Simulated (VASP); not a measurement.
# BaTiO3 (R3m) in VASP: electric field gradients with PBE

Aim: the electric field gradients of BaTiO3 with PBE.

Everything below comes from runs of VASP 6.6.1. Logs are shortened: lines on timing, memory, paths and dates and some standing lists are left out, and cuts for length are marked.

## (1) The cell of the first run

Symmetry: R3m, No. 160, trigonal system. Conventional cell: a = 5.693 Å, b = 5.693 Å, c = 6.999 Å, α = 90.00°, β = 90.00°, γ = 120.00°. Ba (site symmetry 3m) has 12 O at 2.81 to 2.90 Å and 8 Ti at 3.40 to 3.60 Å within 3.7 Å. Ti (site symmetry 3m) has 6 O at 1.89 to 2.15 Å within 2.5 Å. O (site symmetry m) has 2 Ti at 1.89 to 2.15 Å within 2.5 Å.

## (2) Electric field gradients, PBE (13.10 Å³/atom)

File INCAR:

```
SYSTEM = BaTiO3
PREC = Accurate
ENCUT = 1000
EDIFF = 1E-8
ISMEAR = -1
SIGMA = 0.05
LREAL = .FALSE.
LASPH = .TRUE.
NELM = 120
ALGO = Normal
ISIF = 2
LWAVE = .FALSE.
LCHARG = .FALSE.
GGA = PE
LEFG = .TRUE.
NBANDS = 28
GGA_COMPAT = .FALSE.
```

File KPOINTS:

```
regular mesh
0
G
  9 9 9
  0 0 0
```

File POSCAR:

```
BaTiO3
1.0
    2.8463949824      1.6433669093      2.3330812713
   -2.8463949824      1.6433669093      2.3330812713
    0.0000000000     -3.2867338186      2.3330812713
Ba Ti O
1 1 3
Direct
    0.0000000000      0.0000000000      0.0000000000
    0.5140000000      0.5140000000      0.5140000000
    0.4916000000      0.4916000000      0.9815000000
    0.4916000000      0.9815000000      0.4916000000
    0.9815000000      0.4916000000      0.4916000000
```

Potentials or basis: VASP PAW PBE potentials, release 64 (Ba_sv, Ti_sv, O_h).

On the command line:

```sh
$ cat potpaw_PBE.64/Ba_sv/POTCAR potpaw_PBE.64/Ti_sv/POTCAR potpaw_PBE.64/O_h/POTCAR > POTCAR
$ mpirun -np 1 vasp_std > vasp.out
```

OUTCAR:

```text
SYSTEM = BaTiO3
   PREC = Accurate
   ENCUT = 1000
   EDIFF = 1E-8
   ISMEAR = -1
   LREAL = .FALSE.
   LASPH = .TRUE.
   NELM = 120
   ISIF = 2
   GGA = PE

 ion  position               nearest neighbor table
   1  0.000  0.000  0.000-   3 2.81   4 2.81   5 2.81   5 2.85   4 2.85   4 2.85   5 2.85   3 2.85
                             3 2.85   3 2.90   4 2.90   5 2.90   2 3.40   2 3.46   2 3.46   2 3.46
   2  0.514  0.514  0.514-   3 1.89   4 1.89   5 1.89   3 2.15   4 2.15   5 2.15   1 3.40   1 3.46
                             1 3.46   1 3.46   1 3.52   1 3.52   1 3.52   1 3.60
   3  0.492  0.492  0.981-   2 1.89   2 2.15   1 2.81   1 2.85   1 2.85   1 2.90
   4  0.492  0.981  0.492-   2 1.89   2 2.15   1 2.81   1 2.85   1 2.85   1 2.90
   5  0.981  0.492  0.492-   2 1.89   2 2.15   1 2.81   1 2.85   1 2.85   1 2.90

  LATTYP: Found a trigonal (rhomboedric) cell.
 ALAT       =     4.0306187382
 COS(alpha) =     0.0025827226

  Lattice vectors:

 A1 = (   2.8463949824,   1.6433669093,   2.3330812713)
 A2 = (  -2.8463949824,   1.6433669093,   2.3330812713)
 A3 = (   0.0000000000,  -3.2867338186,   2.3330812713)

Analysis of symmetry for initial positions (statically):
=====================================================================
 Subroutine PRICEL returns:
 Original cell was already a primitive cell.

 Routine SETGRP: Setting up the symmetry group for a
 trigonal (rhombohedral) supercell.

 Subroutine GETGRP returns: Found  6 space group operations
 (whereof  6 operations were pure point group operations)
 out of a pool of 12 trial point group operations.

The static configuration has the point symmetry C_3v.

Analysis of symmetry for dynamics (positions and initial velocities):
=====================================================================
 Subroutine PRICEL returns:
 Original cell was already a primitive cell.

 Routine SETGRP: Setting up the symmetry group for a
 trigonal (rhombohedral) supercell.

 Subroutine GETGRP returns: Found  6 space group operations
 (whereof  6 operations were pure point group operations)
 out of a pool of 12 trial point group operations.

The dynamic configuration has the point symmetry C_3v.

 Subroutine INISYM returns: Found  6 space group operations
 (whereof  6 operations are pure point group operations),
 and found     1 'primitive' translations

----------------------------------------------------------------------------------------

                                     Primitive cell

  volume of cell :      65.4803

  direct lattice vectors                    reciprocal lattice vectors
     2.846394982  1.643366909  2.333081271     0.175660793  0.101417806  0.142872577
    -2.846394982  1.643366909  2.333081271    -0.175660793  0.101417806  0.142872577
     0.000000000 -3.286733819  2.333081271     0.000000000 -0.202835612  0.142872577

  length of vectors
     4.030618738  4.030618738  4.030618738     0.248102517  0.248102517  0.248102517

  position of ions in fractional coordinates (direct lattice)
     0.000000000  0.000000000  0.000000000
     0.514000000  0.514000000  0.514000000
     0.491600000  0.491600000  0.981500000
     0.491600000  0.981500000  0.491600000
     0.981500000  0.491600000  0.491600000

  ion indices of the primitive-cell ions
   primitive index   ion index
                 1           1
                 2           2
                 3           3
                 4           4
                 5           5

----------------------------------------------------------------------------------------

 KPOINTS: regular mesh

Automatic generation of k-mesh.
 Grid dimensions read from file:
 generate k-points for:    9    9    9

 Generating k-lattice:

  Cartesian coordinates                     Fractional coordinates (reciprocal lattice)
[... 51 lines left out ...]
   PREC   = accura    normal or accurate (medium, high low for compatibility)
   ISTART =      0    job   : 0-new  1-cont  2-samecut
   ICHARG =      2    charge: 1-file 2-atom 10-const
   ISPIN  =      1    spin polarized calculation?
   LNONCOLLINEAR =      F non collinear calculations
   LSORBIT =      F    spin-orbit coupling
   LASPH  =      T    aspherical Exc in radial PAW
   ENCUT  = 1000.0 eV  73.50 Ry    8.57 a.u.  10.39 10.39 10.39*2*pi/ulx,y,z
   NELM   =    120;   NELMIN=  2; NELMDL= -5     # of ELM steps
   EDIFF  = 0.1E-07   stopping-criterion for ELM
   LREAL  =      F    real-space projection
   EDIFFG = 0.1E-06   stopping-criterion for IOM
   NSW    =      0    number of steps for IOM
   IBRION =     -1    ionic relax: 0-MD 1-quasi-New 2-CG
   NFREE  =      0    steps in history (QN), initial steepest desc. (CG)
   ISIF   =      2    stress and relaxation
   ISYM   =      2    0-nonsym 1-usesym 2-fastsym
   POTIM  = 0.5000    time-step for ionic-motion
   TEBEG  =    0.0;   TEEND  =   0.0 temperature during run
   PSTRESS=    0.0 pullay stress
   NELECT =      40.0000    total number of electrons
   NUPDOWN=      -1.0000    fix difference up-down
   EMIN   =  10.00;   EMAX   =-10.00  energy-range for DOS
   EFERMI =   0.00;   METHOD = LEGACY
   ISMEAR =    -1;   SIGMA  =   0.05  broadening in eV -4-tet -1-fermi 0-gaus
   EFERMI_NEDOS =   21; number of points for ismear=-14 and -15
   IALGO  =     38    algorithm
   IMIX   =      4    mixing-type and parameters
     AMIX     =   0.40;   BMIX     =  1.00
     AMIX_MAG =   1.60;   BMIX_MAG =  1.00
  volume/ion in A,a.u.               =      13.10        88.38
  Fermi-wavevector in a.u.,A,eV,Ry     =   1.389071  2.624964 26.252703  1.929519
  Thomas-Fermi vector in A             =   2.513137
   LORBIT       =      0    0 simple, 1 ext, 2 COOP (PROOUT), +10 PAW based schemes
   GGA     = PE    functional components
   LHFCALC =     F    Hartree Fock is set to
   AEXX    =    0.0000 exact exchange contribution
   IVDW    =     0    specifies the selected vdW correction
   LEPSILON=     F    determine dielectric tensor
   LRPA    =     F    only Hartree local field effects (RPA)
 non-spin polarized calculation
  energy-cutoff  :     1000.00
  volume of cell :       65.48
 maximum number of plane-waves:      4727
 NGX is ok and might be reduce to    42
   NGX = 21   NGY = 21   NGZ = 21

 number of electron      40.0000001 magnetization

 Free energy of the ion-electron system (eV)
  ---------------------------------------------------
  ext. energy  EPLUGINS =         0.00000000
  ---------------------------------------------------
  free energy    TOTEN  =       -40.05991011 eV

  energy without entropy =      -40.05991011  energy(sigma->0) =      -40.05991011

 E-fermi :   5.0533     XC(G=0): -11.1351

 val. band max:        3.9374128068   @ k =   0.4444   0.4444   0.4444
 cond. band min:       6.2781600907   @ k =   0.0000   0.0000   0.0000
 fundamental gap:      2.3407472839
 Fermi energy:         5.0532794059

 k-point     1 :       0.0000    0.0000    0.0000
  band No.  band energies     occupation
      1     -52.4118      2.00000
      2     -28.6561      2.00000
      3     -28.6528      2.00000
      4     -28.6528      2.00000
      5     -20.8828      2.00000
      6     -12.8134      2.00000
[... 733 lines left out ...]
     27      12.0218      0.00000
     28      13.6104      0.00000

 [... further k-points ...]

------------------------ aborting loop because EDIFF is reached ----------------------------------------

  FORCE on cell =-STRESS in cart. coord.  units (eV):
  Direction    XX          YY          ZZ          XY          YZ          ZX
  --------------------------------------------------------------------------------------
  -------------------------------------------------------------------------------------
  Total        1.3741004      1.3741004      1.3329206      0.0000000     -0.0000000      0.0000000
  in kB       33.6215894     33.6215894     32.6139979      0.0000000     -0.0000000      0.0000000
  external PRESSURE =      33.2857256 kB  Pullay stress =       0.0000000 kB

 VOLUME and BASIS-vectors are now :
 -----------------------------------------------------------------------------
  energy-cutoff  :     1000.00
  volume of cell :       65.48
      direct lattice vectors                 reciprocal lattice vectors
     2.846394982  1.643366909  2.333081271     0.175660793  0.101417806  0.142872577
    -2.846394982  1.643366909  2.333081271    -0.175660793  0.101417806  0.142872577
     0.000000000 -3.286733819  2.333081271     0.000000000 -0.202835612  0.142872577

 POSITION                                       TOTAL-FORCE (eV/Angst)
 -----------------------------------------------------------------------------------
      0.00000      0.00000      0.00000        -0.000000     -0.000000      0.079515
      0.00000      0.00000      3.59761        -0.000000      0.000000      0.099989
      0.00000     -1.61017      4.58380        -0.000000     -0.068979     -0.059835
     -1.39445      0.80509      4.58380        -0.059738      0.034490     -0.059835
      1.39445      0.80509      4.58380         0.059738      0.034490     -0.059835
 -----------------------------------------------------------------------------------
    total drift:                                0.000000     -0.000004      0.001202

  FREE ENERGIE OF THE ION-ELECTRON SYSTEM (eV)
  ---------------------------------------------------
  free  energy   TOTEN  =       -40.0599101099 eV

  energy  without entropy=      -40.0599101098  energy(sigma->0) =      -40.05991011

 Electric field gradients (V/A^2)
---------------------------------------------------------------------
 ion       V_xx      V_yy      V_zz      V_xy      V_xz      V_yz
---------------------------------------------------------------------
   1      -1.737    -1.737     3.473    -0.000     0.000    -0.000
   2      -5.079    -5.079    10.159    -0.000     0.000    -0.000
   3     -11.597    10.081     1.516     0.000    -0.000   -15.805
   4       4.661    -6.178     1.516    -9.387   -13.687     7.902
   5       4.661    -6.178     1.516     9.387    13.687     7.902
---------------------------------------------------------------------

 Electric field gradients after diagonalization (V/A^2)
 (convention: |V_zz| > |V_xx| > |V_yy|)
----------------------------------------------------------------------
 ion       V_xx      V_yy      V_zz     asymmetry (V_yy - V_xx)/ V_zz
----------------------------------------------------------------------
   1      -1.737    -1.737     3.473       0.000
   2      -5.079    -5.079    10.159       0.000
   3     -11.597   -10.576    22.173       0.046
   4     -11.597   -10.576    22.173       0.046
   5     -11.597   -10.576    22.173       0.046
----------------------------------------------------------------------

           NMR quadrupolar parameters

 Cq : quadrupolar parameter    Cq=e*Q*V_zz/h
 eta: asymmetry parameters     (V_yy - V_xx)/ V_zz
 Q  : nuclear electric quadrupole moment in mb (millibarn)
----------------------------------------------------------------------
 ion       Cq(MHz)       eta       Q (mb)
----------------------------------------------------------------------
   1       0.008       0.000       1.000
   2       0.025       0.000       1.000
   3       0.054       0.046       1.000
   4       0.054       0.046       1.000
   5       0.054       0.046       1.000
----------------------------------------------------------------------
```

Wall time 12 min (1 thread of Intel Xeon Platinum 8375C at 2.90GHz (Ice Lake), shared host); peak memory 0.54 GiB.

What came out:

```
Free energy                             : -40.0599 eV
Pressure                                : 3.3 GPa
Largest force                           : 0.100 eV/Å
Band gap on the k mesh                  : 2.34 eV (least direct gap 2.71 eV)
Largest electric field gradient by atom : Ba +3.5; Ti +10.2; O +22.2 V/Å²
```

Forces in eV/Å, atoms in the order of the input:
```
Ba   0.000  0.000  0.080
Ti   0.000  0.000  0.100
O    0.000 -0.069 -0.060
O   -0.060  0.034 -0.060
O    0.060  0.034 -0.060
```

Electric field gradients, principal values (V/Å²):
| atom | least | middle | greatest (by size) |
| --- | --- | --- | --- |
| 1 Ba | -1.737 | -1.737 | 3.473 |
| 2 Ti | -5.079 | -5.079 | 10.159 |
| 3 O | -10.576 | -11.597 | 22.173 |
| 4 O | -10.576 | -11.597 | 22.173 |
| 5 O | -10.576 | -11.597 | 22.173 |

Caveat: the cell stands under pressure; without QUAD_EFG the Cq values of the log hold for a quadrupole moment of 1 mb, not for the nuclei; spin-orbit coupling is left out, which moves the levels of the heavy elements.
